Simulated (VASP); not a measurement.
Write the native input for VASP 6.6.1 that does the following.

* Task: single point
* Functional: PBE
* Potentials or basis: VASP PAW PBE potentials, release 64 (K_sv, Br)
* Cutoff: 520 eV
* k mesh: 6 × 6 × 4
* Occupations: fermi-dirac, width 0.02 eV
* Spin: no spin polarisation
* Dipole correction: no
* Further INCAR settings: ALGO = Normal; EDIFF = 1e-07; NBANDS = 24

The structure of KBr lies in POSCAR:

```
KBr
1.0
    5.3382142351      0.0000000000      0.0000000000
   -2.6691071176      4.6230291384      0.0000000000
    0.0000000000      0.0000000000      6.6257753402
K Br
2 2
Direct
    0.3333333333      0.6666666667     -0.0625000000
    0.6666666667      0.3333333333      0.4375000000
    0.3333333333      0.6666666667      0.4375000000
    0.6666666667      0.3333333333      0.9375000000
```

This cell differs from its parent crystal: epitaxial xy strain -5.0%.

One way to write it, as run:

INCAR

```
SYSTEM = KBr
ALGO     = Normal         ! electronic algorithm
EDIFF    = 1E-7           ! SCF threshold, eV
ENCUT    = 520            ! plane-wave cutoff, eV
GGA      = PE             ! functional
ISIF     = 2              ! what is computed and relaxed
ISMEAR   = -1             ! smearing method
LASPH    = .TRUE.         ! aspherical terms in the spheres
LCHARG   = .TRUE.         ! write CHGCAR
LELF     = .TRUE.         ! ELF
LREAL    = .FALSE.        ! projectors in reciprocal space
LVHAR    = .TRUE.       
LWAVE    = .FALSE.        ! write WAVECAR
NBANDS   = 24             ! bands
NELM     = 100            ! most SCF steps
PREC     = Accurate       ! precision mode
SIGMA    = 0.02           ! smearing width, eV
```

KPOINTS

```
k-points
0
G
  6 6 4
  0 0 0
```

Potentials or basis: VASP PAW PBE potentials, release 64 (K_sv, Br).

Launch:

```console
$ cat potpaw_PBE.64/K_sv/POTCAR potpaw_PBE.64/Br/POTCAR > POTCAR
$ mpirun -np 1 vasp_std > vasp.out
```

Results of the run:

The pressure is 1.9 GPa and the band gap on the k mesh is 4.34 eV.

Caveat: the cell differs from its parent crystal (epitaxial xy strain -5.0%); the structure was generated, so it needn't be the stable form of KBr.

Wall time 48 s on 1 thread of Intel(R) Xeon(R) 6975P-C (Granite Rapids), on a shared host, peak memory 0.28 GiB.
